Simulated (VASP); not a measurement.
# NbAs in VASP: a series of runs

Runs on NbAs. Level: PBE. Tasks: relaxation of cell and atoms, single point.

Program: VASP 6.6.1. These are calculated values, not measurements. Logs are shortened: lines on timing, memory, paths and dates and some standing lists are left out, and cuts for length are marked.

## Step 1: The cell of the first run

The structure is cubic, space group Pm-3m (No. 221). Conventional cell: a = 3.614 Å, b = 3.614 Å, c = 3.614 Å, α = 90.00°, β = 90.00°, γ = 90.00°. Within 4.1 Å of Nb (site symmetry m-3m) lie 8 As at 3.13 Å and 6 Nb at 3.61 Å. Within 4.1 Å of As (site symmetry m-3m) lie 8 Nb at 3.13 Å and 6 As at 3.61 Å.

## Step 2: Relaxation of cell and atoms, PBE

The input, INCAR:

```
PREC = Accurate
ENCUT = 500
EDIFF = 1E-7
ISMEAR = 0
SIGMA = 0.2
LREAL = F
LASPH = T
NELM = 120
ALGO = Normal
ISIF = 3
LWAVE = F
LCHARG = F
GGA = PE
IBRION = 2
NSW = 36
EDIFFG = -0.08
GGA_COMPAT = F
NELMIN = 4
```

The input, KPOINTS:

```
regular mesh
0
Gamma
  5 5 5
```

The input, POSCAR:

```
NbAs
1.0
    3.6135345600      0.0000000000      0.0000000000
    0.0000000000      3.6135345600      0.0000000000
    0.0000000000      0.0000000000      3.6135345600
Nb As
1 1
Direct
    0.0000000000      0.0000000000      0.0000000000
    0.5000000000      0.5000000000      0.5000000000
```

Potentials or basis: VASP PAW PBE potentials, release 64 (Nb_sv, As).

Command:

```bash
$ cat potpaw_PBE.64/Nb_sv/POTCAR potpaw_PBE.64/As/POTCAR > POTCAR
$ mpirun -np 1 vasp_std > vasp.out
```

OUTCAR:

```text
PREC = Accurate
   ENCUT = 500
   EDIFF = 1E-7
   ISMEAR = 0
   LREAL = F
   LASPH = T
   NELM = 120
   ISIF = 3
   GGA = PE
   IBRION = 2
   NSW = 36
   EDIFFG = -0.08
   NELMIN = 4

 ion  position               nearest neighbor table
   1  0.000  0.000  0.000-
   2  0.500  0.500  0.500-

  LATTYP: Found a simple cubic cell.
 ALAT       =     3.6135345600

  Lattice vectors:

 A1 = (   3.6135345600,   0.0000000000,   0.0000000000)
 A2 = (   0.0000000000,   3.6135345600,   0.0000000000)
 A3 = (   0.0000000000,   0.0000000000,   3.6135345600)

Analysis of symmetry for initial positions (statically):
=====================================================================
 Subroutine PRICEL returns:
 Original cell was already a primitive cell.

 Routine SETGRP: Setting up the symmetry group for a
 simple cubic supercell.

 Subroutine GETGRP returns: Found 48 space group operations
 (whereof 48 operations were pure point group operations)
 out of a pool of 48 trial point group operations.

The static configuration has the point symmetry O_h .

Analysis of symmetry for dynamics (positions and initial velocities):
=====================================================================
 Subroutine PRICEL returns:
 Original cell was already a primitive cell.

 Routine SETGRP: Setting up the symmetry group for a
 simple cubic supercell.

 Subroutine GETGRP returns: Found 48 space group operations
 (whereof 48 operations were pure point group operations)
 out of a pool of 48 trial point group operations.

The dynamic configuration has the point symmetry O_h .

 Subroutine INISYM returns: Found 48 space group operations
 (whereof 48 operations are pure point group operations),
 and found     1 'primitive' translations

----------------------------------------------------------------------------------------

                                     Primitive cell

  volume of cell :      47.1842

  direct lattice vectors                    reciprocal lattice vectors
     3.613534560  0.000000000  0.000000000     0.276737356  0.000000000  0.000000000
     0.000000000  3.613534560  0.000000000     0.000000000  0.276737356  0.000000000
     0.000000000  0.000000000  3.613534560     0.000000000  0.000000000  0.276737356

  length of vectors
     3.613534560  3.613534560  3.613534560     0.276737356  0.276737356  0.276737356

  position of ions in fractional coordinates (direct lattice)
     0.000000000  0.000000000  0.000000000
     0.500000000  0.500000000  0.500000000

  ion indices of the primitive-cell ions
   primitive index   ion index
                 1           1
                 2           2

----------------------------------------------------------------------------------------

 KPOINTS: regular mesh

Automatic generation of k-mesh.
 Grid dimensions read from file:
 generate k-points for:    5    5    5

 Generating k-lattice:

  Cartesian coordinates                     Fractional coordinates (reciprocal lattice)
     0.055347471  0.000000000  0.000000000     0.200000000  0.000000000  0.000000000
     0.000000000  0.055347471  0.000000000     0.000000000  0.200000000  0.000000000
     0.000000000  0.000000000  0.055347471     0.000000000  0.000000000  0.200000000

  Length of vectors
     0.055347471  0.055347471  0.055347471

  Shift w.r.t. Gamma in fractional coordinates (k-lattice)
     0.000000000  0.000000000  0.000000000

 Subroutine IBZKPT returns following result:
 ===========================================

 Found     10 irreducible k-points:

 Following reciprocal coordinates:
            Coordinates               Weight
  0.000000  0.000000  0.000000      1.000000
  0.200000  0.000000  0.000000      6.000000
  0.400000  0.000000  0.000000      6.000000
  0.200000  0.200000  0.000000     12.000000
  0.400000  0.200000  0.000000     24.000000
  0.400000  0.400000  0.000000     12.000000
  0.200000  0.200000  0.200000      8.000000
  0.400000  0.200000  0.200000     24.000000
  0.400000  0.400000  0.200000     24.000000
  0.400000  0.400000  0.400000      8.000000
   k-points           NKPTS =     10   k-points in BZ     NKDIM =     10   number of bands    NBANDS=     13
   number of dos      NEDOS =    301   number of ions     NIONS =      2
   total plane-waves  NPLWV =  21952
   dimension x,y,z NGX =    28 NGY =   28 NGZ =   28
   dimension x,y,z NGXF=    56 NGYF=   56 NGZF=   56
   ions per type =               1   1
   NGX,Y,Z   is equivalent  to a cutoff of  12.88, 12.88, 12.88 a.u.
   NGXF,Y,Z  is equivalent  to a cutoff of  25.76, 25.76, 25.76 a.u.
 SYSTEM =  unknown system
   PREC   = accura    normal or accurate (medium, high low for compatibility)
   ISTART =      0    job   : 0-new  1-cont  2-samecut
   ICHARG =      2    charge: 1-file 2-atom 10-const
   ISPIN  =      1    spin polarized calculation?
   LNONCOLLINEAR =      F non collinear calculations
   LSORBIT =      F    spin-orbit coupling
   LASPH  =      T    aspherical Exc in radial PAW
   ENCUT  =  500.0 eV  36.75 Ry    6.06 a.u.   6.59  6.59  6.59*2*pi/ulx,y,z
   NELM   =    120;   NELMIN=  4; NELMDL= -5     # of ELM steps
   EDIFF  = 0.1E-06   stopping-criterion for ELM
   LREAL  =      F    real-space projection
   EDIFFG = -.8E-01   stopping-criterion for IOM
   NSW    =     36    number of steps for IOM
   IBRION =      2    ionic relax: 0-MD 1-quasi-New 2-CG
   NFREE  =      1    steps in history (QN), initial steepest desc. (CG)
   ISIF   =      3    stress and relaxation
   ISYM   =      2    0-nonsym 1-usesym 2-fastsym
   POTIM  = 0.5000    time-step for ionic-motion
   TEBEG  =    0.0;   TEEND  =   0.0 temperature during run
   PSTRESS=    0.0 pullay stress
   NELECT =      18.0000    total number of electrons
   NUPDOWN=      -1.0000    fix difference up-down
   EMIN   =  10.00;   EMAX   =-10.00  energy-range for DOS
   EFERMI =   0.00;   METHOD = LEGACY
   ISMEAR =     0;   SIGMA  =   0.20  broadening in eV -4-tet -1-fermi 0-gaus
   EFERMI_NEDOS =   21; number of points for ismear=-14 and -15
   IALGO  =     38    algorithm
   IMIX   =      4    mixing-type and parameters
     AMIX     =   0.40;   BMIX     =  1.00
     AMIX_MAG =   1.60;   BMIX_MAG =  1.00
  volume/ion in A,a.u.               =      23.59       159.21
  Fermi-wavevector in a.u.,A,eV,Ry     =   1.187317  2.243704 19.180436  1.409722
  Thomas-Fermi vector in A             =   2.323471
   LORBIT       =      0    0 simple, 1 ext, 2 COOP (PROOUT), +10 PAW based schemes
   GGA     = PE    functional components
   LHFCALC =     F    Hartree Fock is set to
   AEXX    =    0.0000 exact exchange contribution
   IVDW    =     0    specifies the selected vdW correction
   LEPSILON=     F    determine dielectric tensor
   LRPA    =     F    only Hartree local field effects (RPA)
 conjugate gradient relaxation of ions
 non-spin polarized calculation
 Gauss-broadening in eV      SIGMA  =   0.20
  energy-cutoff  :      500.00
  volume of cell :       47.18
 maximum number of plane-waves:      1213
 NGX is ok and might be reduce to    28
   NGX = 13   NGY = 13   NGZ = 13

--------------------------------------- Ionic step        1  -------------------------------------------

 number of electron      17.9999998 magnetization

 Free energy of the ion-electron system (eV)
  ---------------------------------------------------
  ext. energy  EPLUGINS =         0.00000000
  ---------------------------------------------------
  free energy    TOTEN  =       -14.23288865 eV

  energy without entropy =      -14.21027143  energy(sigma->0) =      -14.22158004

 E-fermi :   6.3480     XC(G=0): -10.5023

 val. band max:        6.3356676020   @ k =   0.2000   0.0000   0.0000
 cond. band min:       6.4918937802   @ k =   0.0000   0.0000   0.0000
 fundamental gap:      0.1562261782
 Fermi energy:         6.3479579744

 k-point     1 :       0.0000    0.0000    0.0000
  band No.  band energies     occupation
      1     -49.4054      2.00000
      2     -25.3359      2.00000
      3     -25.3359      2.00000
      4     -25.3359      2.00000
      5      -5.2154      2.00000
      6       4.7903      2.00000
      7       4.7903      2.00000
      8       6.4919      0.30878
      9       6.4919      0.30878
     10       6.4919      0.30878
     11       7.4312      0.00000
     12       7.4312      0.00000
     13       7.4313      0.00000

 k-point     2 :       0.2000    0.0000    0.0000
  band No.  band energies     occupation
      1     -49.4037      2.00000
      2     -25.3674      2.00000
      3     -25.3331      2.00000
      4     -25.3331      2.00000
      5      -4.8930      2.00000
      6       3.4103      2.00000
      7       4.9501      2.00000
      8       5.6854      2.00000
      9       5.6854      2.00000
     10       6.3357      1.06925
     11       7.4847      0.00000
[... 258 lines left out ...]
 POSITION                                       TOTAL-FORCE (eV/Angst)
 -----------------------------------------------------------------------------------
      0.00000      0.00000      0.00000        -0.000000      0.000000      0.000000
      1.60969      1.60969      1.60969         0.000000     -0.000000      0.000000
 -----------------------------------------------------------------------------------
    total drift:                               -0.000000      0.000000     -0.000000

  FREE ENERGIE OF THE ION-ELECTRON SYSTEM (eV)
  ---------------------------------------------------
  free  energy   TOTEN  =       -15.8368149705 eV

  energy  without entropy=      -15.8276386247  energy(sigma->0) =      -15.83222680

--------------------------------------- Ionic step        5  -------------------------------------------

 number of electron      17.9999999 magnetization

 Free energy of the ion-electron system (eV)
  ---------------------------------------------------
  ext. energy  EPLUGINS =         0.00000000
  ---------------------------------------------------
  free energy    TOTEN  =       -15.83730300 eV

  energy without entropy =      -15.82822671  energy(sigma->0) =      -15.83276485

 E-fermi :  10.6123     XC(G=0): -12.1784

 val. band max:       10.1970982008   @ k =   0.2000   0.2000   0.2000
 cond. band min:      10.7844361569   @ k =   0.4000   0.4000   0.0000
 fundamental gap:      0.5873379562
 Fermi energy:        10.6123341423

 k-point     1 :       0.0000    0.0000    0.0000
  band No.  band energies     occupation
      1     -44.5825      2.00000
      2     -20.5103      2.00000
      3     -20.5103      2.00000
      4     -20.5103      2.00000
      5      -3.0828      2.00000
      6       7.8214      2.00000
      7       7.8214      2.00000
      8      10.9656      0.01249
      9      10.9656      0.01249
     10      10.9656      0.01249
     11      12.3509      0.00000
     12      12.3509      0.00000
     13      12.3509      0.00000

 k-point     2 :       0.2000    0.0000    0.0000
  band No.  band energies     occupation
      1     -44.5727      2.00000
      2     -20.6409      2.00000
      3     -20.4974      2.00000
      4     -20.4974      2.00000
      5      -2.5173      2.00000
      6       6.5555      2.00000
      7       8.0920      2.00000
      8       9.6547      2.00000
      9       9.6547      2.00000
     10      10.8990      0.04267
     11      12.4491      0.00000
[... 150 lines left out ...]
 POSITION                                       TOTAL-FORCE (eV/Angst)
 -----------------------------------------------------------------------------------
      0.00000      0.00000      0.00000        -0.000000      0.000000      0.000000
      1.60574      1.60574      1.60574         0.000000     -0.000000      0.000000
 -----------------------------------------------------------------------------------
    total drift:                               -0.000000      0.000000     -0.000000

  FREE ENERGIE OF THE ION-ELECTRON SYSTEM (eV)
  ---------------------------------------------------
  free  energy   TOTEN  =       -15.8373029993 eV

  energy  without entropy=      -15.8282267053  energy(sigma->0) =      -15.83276485

 reached required accuracy - stopping structural energy minimisation
```

Run time: 79 s. Hardware: 1 thread of Intel Xeon 8259CL, shared host; peak memory 0.16 GiB.

What came out:

* Free energy: -15.8373 eV
* Relaxed volume: 16.56 Å³/atom
* Relaxed cell: a = 3.211 Å, b = 3.211 Å, c = 3.211 Å, α = 90.00°, β = 90.00°, γ = 90.00°
* Space group after relaxing (to 0.05 Å): Pm-3m (No. 221)
* Energy gained by relaxing: 802.2 meV/atom
* Ionic steps: 5
* Pressure after relaxing: 0.3 GPa
* Band gap on the k mesh: zero (band 9 reaches 12.08 eV, above the bottom of band 10 at 10.20 eV)

Step by step:
| step | energy change (eV) | largest force (eV/Å) | pressure (GPa) | volume (Å³) |
| --- | --- | --- | --- | --- |
| 1 | 0.0000 | 0.0000 | -26.38 | 47.18 |
| 2 | -0.0210 | 0.0000 | 82.19 | 25.32 |
| 3 | -1.5990 | 0.0000 | -2.89 | 33.78 |
| 4 | -1.6039 | 0.0000 | -0.92 | 33.37 |
| 5 | -1.6044 | 0.0000 | 0.30 | 33.12 |

Final structure:
```xyz
2
Lattice="3.2115 0.0000 0.0000 0.0000 3.2115 0.0000 0.0000 0.0000 3.2115" Properties=species:S:1:pos:R:3 pbc="T T T"
Nb    0.0000    0.0000    0.0000
As    1.6057    1.6057    1.6057
```

Caveat: the volume moved by over 15 % at a fixed basis, so the end points are rough.

(Continued in part 2 of 2.)
